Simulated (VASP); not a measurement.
# Si (P6_3/mmc) in VASP: notebook

Si is run at these levels: r2SCAN, PBE; tasks: single point.

All numbers are computed with VASP 6.6.1; they aren't measurements. Logs are shortened: lines on timing, memory, paths and dates and some standing lists are left out, and cuts for length are marked.

## Step 1: The cell of the first run

The structure is hexagonal, space group P6_3/mmc (No. 194). Conventional cell: a = 3.878 Å, b = 3.878 Å, c = 12.749 Å, α = 90.00°, β = 90.00°, γ = 120.00°. Si (site symmetry 3m) has 4 Si at 2.38 Å within 3.1 Å. Within 3.1 Å of Si (site symmetry 3m) lie 4 Si at 2.38 to 2.40 Å.

This isn't the form of Si at room conditions, which is diamond.

## Step 2: Single point, r2SCAN (20.76 Å³/atom)

POSCAR reads:

```
Si
1.0
    3.8781988510      0.0000000000      0.0000000000
   -1.9390994255      3.3586187259      0.0000000000
    0.0000000000      0.0000000000     12.7486658708
Si
8
Direct
    0.0000000000      0.0000000000      0.0005516776
    0.3333333333      0.6666666667      0.2496687367
    0.0000000000      0.0000000000      0.5005516776
    0.6666666667      0.3333333333      0.7496687367
    0.0000000000      0.0000000000      0.1869483224
    0.3333333333      0.6666666667      0.4378312633
    0.0000000000      0.0000000000      0.6869483224
    0.6666666667      0.3333333333      0.9378312633
```

INCAR.step1 reads:

```
SYSTEM = Si
PREC = Accurate
ENCUT = 520
ISMEAR = 0
SIGMA = 0.01
LREAL = .False.
LASPH = .True.
NELM = 80
NBANDS = 26
GGA = PE
ALGO = Normal
EDIFF = 1E-4
LWAVE = .True.
LCHARG = .False.
```

INCAR.step2 reads:

```
SYSTEM = Si
PREC = Accurate
ENCUT = 520
EDIFF = 1E-6
ISMEAR = 0
SIGMA = 0.01
LREAL = .False.
LASPH = .True.
NELM = 80
ALGO = Normal
ISIF = 2
LWAVE = .False.
LCHARG = .False.
METAGGA = R2SCAN
LMIXTAU = .True.
NBANDS = 26
ISTART = 1
```

KPOINTS reads:

```
Automatic mesh
0
Gamma
  6 6 2
  0 0 0
```

Potentials or basis: VASP PAW PBE potentials, release 64 (Si).

Run with:

```
cat potpaw_PBE.64/Si/POTCAR > POTCAR
cp INCAR.step1 INCAR
mpirun -np 1 vasp_std > vasp.out
cp INCAR.step2 INCAR
mpirun -np 1 vasp_std > vasp.out
```

OUTCAR:

```text
SYSTEM = Si
   PREC = Accurate
   ENCUT = 520
   EDIFF = 1E-6
   ISMEAR = 0
   LREAL = .False.
   LASPH = .True.
   NELM = 80
   ISIF = 2
   METAGGA = R2SCAN
   ISTART = 1

 ion  position               nearest neighbor table
   1  0.000  0.000  0.001-   5 2.38   8 2.38   8 2.38   8 2.38
   2  0.333  0.667  0.250-   5 2.38   5 2.38   5 2.38   6 2.40
   3  0.000  0.000  0.501-   7 2.38   6 2.38   6 2.38   6 2.38
   4  0.667  0.333  0.750-   7 2.38   7 2.38   7 2.38   8 2.40
   5  0.000  0.000  0.187-   1 2.38   2 2.38   2 2.38   2 2.38
   6  0.333  0.667  0.438-   3 2.38   3 2.38   3 2.38   2 2.40
   7  0.000  0.000  0.687-   3 2.38   4 2.38   4 2.38   4 2.38
   8  0.667  0.333  0.938-   1 2.38   1 2.38   1 2.38   4 2.40

  LATTYP: Found a hexagonal cell.
 ALAT       =     3.8781988510
 C/A-ratio  =     3.2872646196

  Lattice vectors:

 A1 = (   3.8781988510,   0.0000000000,   0.0000000000)
 A2 = (  -1.9390994255,   3.3586187259,   0.0000000000)
 A3 = (   0.0000000000,   0.0000000000,  12.7486658708)

Analysis of symmetry for initial positions (statically):
=====================================================================
 Subroutine PRICEL returns:
 Original cell was already a primitive cell.

 Routine SETGRP: Setting up the symmetry group for a
 hexagonal supercell.

 Subroutine GETGRP returns: Found 24 space group operations
 (whereof  6 operations were pure point group operations)
 out of a pool of 24 trial point group operations.

The static configuration has the point symmetry C_3v.
 The point group associated with its full space group is D_6h.

Analysis of symmetry for dynamics (positions and initial velocities):
=====================================================================
 Subroutine PRICEL returns:
 Original cell was already a primitive cell.

 Routine SETGRP: Setting up the symmetry group for a
 hexagonal supercell.

 Subroutine GETGRP returns: Found 24 space group operations
 (whereof  6 operations were pure point group operations)
 out of a pool of 24 trial point group operations.

The dynamic configuration has the point symmetry C_3v.
 The point group associated with its full space group is D_6h.

 Subroutine INISYM returns: Found 24 space group operations
 (whereof  6 operations are pure point group operations),
 and found     1 'primitive' translations

----------------------------------------------------------------------------------------

                                     Primitive cell

  volume of cell :     166.0564

  direct lattice vectors                    reciprocal lattice vectors
     3.878198851  0.000000000  0.000000000     0.257851657  0.148870724  0.000000000
    -1.939099426  3.358618726  0.000000000     0.000000000  0.297741447  0.000000000
     0.000000000  0.000000000 12.748665871     0.000000000  0.000000000  0.078439580

  length of vectors
     3.878198851  3.878198851 12.748665871     0.297741447  0.297741447  0.078439580

  position of ions in fractional coordinates (direct lattice)
     0.000000000  0.000000000  0.000551678
     0.333333333  0.666666667  0.249668737
     0.000000000  0.000000000  0.500551678
     0.666666667  0.333333333  0.749668737
     0.000000000  0.000000000  0.186948322
     0.333333333  0.666666667  0.437831263
     0.000000000  0.000000000  0.686948322
     0.666666667  0.333333333  0.937831263

  ion indices of the primitive-cell ions
   primitive index   ion index
                 1           1
                 2           2
                 3           3
                 4           4
                 5           5
                 6           6
                 7           7
                 8           8

----------------------------------------------------------------------------------------

 KPOINTS: Automatic mesh

Automatic generation of k-mesh.
 Grid dimensions read from file:
 generate k-points for:    6    6    2

 Generating k-lattice:

  Cartesian coordinates                     Fractional coordinates (reciprocal lattice)
     0.042975276  0.024811787  0.000000000     0.166666667  0.000000000  0.000000000
     0.000000000  0.049623575  0.000000000     0.000000000  0.166666667  0.000000000
     0.000000000  0.000000000  0.039219790     0.000000000  0.000000000  0.500000000

  Length of vectors
     0.049623575  0.049623575  0.039219790

  Shift w.r.t. Gamma in fractional coordinates (k-lattice)
     0.000000000  0.000000000  0.000000000

 Subroutine IBZKPT returns following result:
 ===========================================

 Found     14 irreducible k-points:

 Following reciprocal coordinates:
            Coordinates               Weight
  0.000000  0.000000  0.000000      1.000000
  0.166667  0.000000  0.000000      6.000000
  0.333333  0.000000  0.000000      6.000000
  0.500000  0.000000  0.000000      3.000000
  0.166667  0.166667  0.000000      6.000000
  0.333333  0.166667  0.000000     12.000000
  0.333333  0.333333  0.000000      2.000000
  0.000000  0.000000  0.500000      1.000000
  0.166667  0.000000  0.500000      6.000000
  0.333333  0.000000  0.500000      6.000000
  0.500000  0.000000  0.500000      3.000000
  0.166667  0.166667  0.500000      6.000000
  0.333333  0.166667  0.500000     12.000000
  0.333333  0.333333  0.500000      2.000000
   k-points           NKPTS =     14   k-points in BZ     NKDIM =     14   number of bands    NBANDS=     26
   number of dos      NEDOS =    301   number of ions     NIONS =      8
   total plane-waves  NPLWV =  86400
   dimension x,y,z NGX =    30 NGY =   30 NGZ =   96
   dimension x,y,z NGXF=    60 NGYF=   60 NGZF=  192
   ions per type =               8
   NGX,Y,Z   is equivalent  to a cutoff of  12.86, 12.86, 12.52 a.u.
   NGXF,Y,Z  is equivalent  to a cutoff of  25.72, 25.72, 25.04 a.u.
 SYSTEM =  Si
   PREC   = accura    normal or accurate (medium, high low for compatibility)
   ISTART =      1    job   : 0-new  1-cont  2-samecut
   ICHARG =      0    charge: 1-file 2-atom 10-const
   ISPIN  =      1    spin polarized calculation?
   LNONCOLLINEAR =      F non collinear calculations
   LSORBIT =      F    spin-orbit coupling
   LASPH  =      T    aspherical Exc in radial PAW
   ENCUT  =  520.0 eV  38.22 Ry    6.18 a.u.   7.21  7.21 23.70*2*pi/ulx,y,z
   NELM   =     80;   NELMIN=  2; NELMDL=  0     # of ELM steps
   EDIFF  = 0.1E-05   stopping-criterion for ELM
   LREAL  =      F    real-space projection
   EDIFFG = 0.1E-04   stopping-criterion for IOM
   NSW    =      0    number of steps for IOM
   IBRION =     -1    ionic relax: 0-MD 1-quasi-New 2-CG
   NFREE  =      0    steps in history (QN), initial steepest desc. (CG)
   ISIF   =      2    stress and relaxation
   ISYM   =      2    0-nonsym 1-usesym 2-fastsym
   POTIM  = 0.5000    time-step for ionic-motion
   TEBEG  =    0.0;   TEEND  =   0.0 temperature during run
   PSTRESS=    0.0 pullay stress
   NELECT =      32.0000    total number of electrons
   NUPDOWN=      -1.0000    fix difference up-down
   EMIN   =  10.00;   EMAX   =-10.00  energy-range for DOS
   EFERMI =   0.00;   METHOD = LEGACY
   ISMEAR =     0;   SIGMA  =   0.01  broadening in eV -4-tet -1-fermi 0-gaus
   EFERMI_NEDOS =   21; number of points for ismear=-14 and -15
   IALGO  =     38    algorithm
   IMIX   =      4    mixing-type and parameters
     AMIX     =   0.40;   BMIX     =  1.00
     AMIX_MAG =   1.60;   BMIX_MAG =  1.00
  volume/ion in A,a.u.               =      20.76       140.08
  Fermi-wavevector in a.u.,A,eV,Ry     =   0.945598  1.786920 12.165712  0.894155
  Thomas-Fermi vector in A             =   2.073514
   LORBIT       =      0    0 simple, 1 ext, 2 COOP (PROOUT), +10 PAW based schemes
   METAGGA = R2SCAN    functional components
   LHFCALC =     F    Hartree Fock is set to
   AEXX    =    0.0000 exact exchange contribution
   IVDW    =     0    specifies the selected vdW correction
   LEPSILON=     F    determine dielectric tensor
   LRPA    =     F    only Hartree local field effects (RPA)
 non-spin polarized calculation
 Gauss-broadening in eV      SIGMA  =   0.01
  energy-cutoff  :      520.00
  volume of cell :      166.06
 maximum number of plane-waves:      4503
 NGX is ok and might be reduce to    30
   NGX = 15   NGY = 15   NGZ = 47

 number of electron      32.0000002 magnetization

 Free energy of the ion-electron system (eV)
  ---------------------------------------------------
  ext. energy  EPLUGINS =         0.00000000
  ---------------------------------------------------
  free energy    TOTEN  =       -70.07268388 eV

  energy without entropy =      -70.07268388  energy(sigma->0) =      -70.07268388

 E-fermi :   5.5798     XC(G=0):  -9.7087

 val. band max:        5.4941632495   @ k =   0.0000   0.0000   0.0000
 cond. band min:       6.3285929435   @ k =   0.5000   0.0000   0.0000
 fundamental gap:      0.8344296940
 Fermi energy:         5.5798229448

 k-point     1 :       0.0000    0.0000    0.0000
  band No.  band energies     occupation
      1      -6.9025      2.00000
      2      -6.1009      2.00000
      3      -6.0829      2.00000
      4      -4.5633      2.00000
      5      -1.7240      2.00000
      6       1.3255      2.00000
[... 18 lines left out ...]
     25       9.0897      0.00000
     26       9.3268      0.00000

 k-point     2 :       0.1667    0.0000    0.0000
  band No.  band energies     occupation
      1      -6.5734      2.00000
      2      -5.7747      2.00000
      3      -5.7590      2.00000
      4      -4.2288      2.00000
      5      -1.5952      2.00000
      6       1.2120      2.00000
[... 18 lines left out ...]
     25       9.7741      0.00000
     26      10.1159      0.00000

 k-point     3 :       0.3333    0.0000    0.0000
  band No.  band energies     occupation
      1      -5.6321      2.00000
      2      -4.8546      2.00000
      3      -4.8531      2.00000
      4      -3.2807      2.00000
      5      -1.9125      2.00000
      6      -0.5191      2.00000
[... 18 lines left out ...]
     25      10.2654      0.00000
     26      11.4368      0.00000

 k-point     4 :       0.5000    0.0000    0.0000
  band No.  band energies     occupation
      1      -4.6184      2.00000
      2      -4.1283      2.00000
      3      -3.9549      2.00000
      4      -2.8304      2.00000
      5      -2.5368      2.00000
      6      -1.9543      2.00000
[... 18 lines left out ...]
     25      10.9392      0.00000
     26      10.9997      0.00000

 k-point     5 :       0.1667    0.1667    0.0000
  band No.  band energies     occupation
      1      -5.9334      2.00000
      2      -5.1451      2.00000
      3      -5.1365      2.00000
      4      -3.5786      2.00000
      5      -1.6453      2.00000
      6       0.2166      2.00000
[... 18 lines left out ...]
     25       9.8929      0.00000
     26      10.0743      0.00000

 k-point     6 :       0.3333    0.1667    0.0000
  band No.  band energies     occupation
      1      -4.7846      2.00000
      2      -4.1147      2.00000
      3      -4.0701      2.00000
      4      -2.6254      2.00000
      5      -2.4700      2.00000
      6      -1.4829      2.00000
[... 137 lines left out ...]
 k-point    11 :       0.5000    0.0000    0.5000
  band No.  band energies     occupation
      1      -4.4687      2.00000
      2      -4.4687      2.00000
      3      -3.4349      2.00000
      4      -3.4349      2.00000
      5      -1.9780      2.00000
      6      -1.9780      2.00000
[... 18 lines left out ...]
     25       9.7594      0.00000
     26       9.7594      0.00000

 k-point    12 :       0.1667    0.1667    0.5000
  band No.  band energies     occupation
      1      -5.7311      2.00000
      2      -5.7311      2.00000
      3      -4.2479      2.00000
      4      -4.2479      2.00000
      5      -0.8506      2.00000
      6      -0.8506      2.00000
[... 18 lines left out ...]
     25      10.0197      0.00000
     26      10.0198      0.00000

 k-point    13 :       0.3333    0.1667    0.5000
  band No.  band energies     occupation
      1      -4.6053      2.00000
      2      -4.6053      2.00000
      3      -3.3427      2.00000
      4      -3.3427      2.00000
      5      -1.9068      2.00000
      6      -1.9068      2.00000
[... 18 lines left out ...]
     25      10.2754      0.00000
     26      10.2754      0.00000

 k-point    14 :       0.3333    0.3333    0.5000
  band No.  band energies     occupation
      1      -3.5922      2.00000
      2      -3.5922      2.00000
      3      -3.5391      2.00000
      4      -3.5391      2.00000
      5      -1.6333      2.00000
      6      -1.6333      2.00000
[... 18 lines left out ...]
     25      11.8208      0.00000
     26      11.8244      0.00000

------------------------ aborting loop because EDIFF is reached ----------------------------------------

  FORCE on cell =-STRESS in cart. coord.  units (eV):
  Direction    XX          YY          ZZ          XY          YZ          ZX
  --------------------------------------------------------------------------------------
  -------------------------------------------------------------------------------------
  Total       -2.9047603     -2.9047603     -3.1387934      0.0000000      0.0000000      0.0000000
  in kB      -28.0262738    -28.0262738    -30.2843175      0.0000000      0.0000000      0.0000000
  external PRESSURE =     -28.7789550 kB  Pullay stress =       0.0000000 kB

 VOLUME and BASIS-vectors are now :
 -----------------------------------------------------------------------------
  energy-cutoff  :      520.00
  volume of cell :      166.06
      direct lattice vectors                 reciprocal lattice vectors
     3.878198851  0.000000000  0.000000000     0.257851657  0.148870724  0.000000000
    -1.939099426  3.358618726  0.000000000     0.000000000  0.297741447  0.000000000
     0.000000000  0.000000000 12.748665871     0.000000000  0.000000000  0.078439580

 POSITION                                       TOTAL-FORCE (eV/Angst)
 -----------------------------------------------------------------------------------
      0.00000      0.00000      0.00703         0.000000     -0.000000     -0.009517
     -0.00000      2.23908      3.18294         0.000000      0.000000     -0.015776
      0.00000      0.00000      6.38137        -0.000000      0.000000     -0.009517
      1.93910      1.11954      9.55728        -0.000000      0.000000     -0.015776
      0.00000      0.00000      2.38334        -0.000000      0.000000      0.009517
     -0.00000      2.23908      5.58176         0.000000     -0.000000      0.015776
      0.00000      0.00000      8.75767         0.000000     -0.000000      0.009517
      1.93910      1.11954     11.95610        -0.000000      0.000000      0.015776
 -----------------------------------------------------------------------------------
    total drift:                                0.000000      0.000000     -0.000000

  FREE ENERGIE OF THE ION-ELECTRON SYSTEM (eV)
  ---------------------------------------------------
  free  energy   TOTEN  =       -70.0726838764 eV

  energy  without entropy=      -70.0726838764  energy(sigma->0) =      -70.07268388
```

Wall time 2.3 min (1 thread of Intel Xeon 6975P-C (Granite Rapids), shared host); peak memory 0.3 GiB.

What came out:

| Property | Result |
| --- | --- |
| Free energy | -70.0727 eV |
| Pressure | -2.9 GPa |
| Largest force | 0.016 eV/Å |
| Band gap on the k mesh | 0.83 eV (least direct gap 1.52 eV) |

Forces on the atoms (eV/Å):
```
Si   0.000  0.000 -0.010
Si   0.000  0.000 -0.016
Si   0.000  0.000 -0.010
Si   0.000  0.000 -0.016
Si   0.000  0.000  0.010
Si   0.000  0.000  0.016
Si   0.000  0.000  0.010
Si   0.000  0.000  0.016
```

Caveat: the PAW data sets were made with another functional, which shifts forces and pressure a little. A k mesh can miss the band edges.

[end of part 1 of 2]
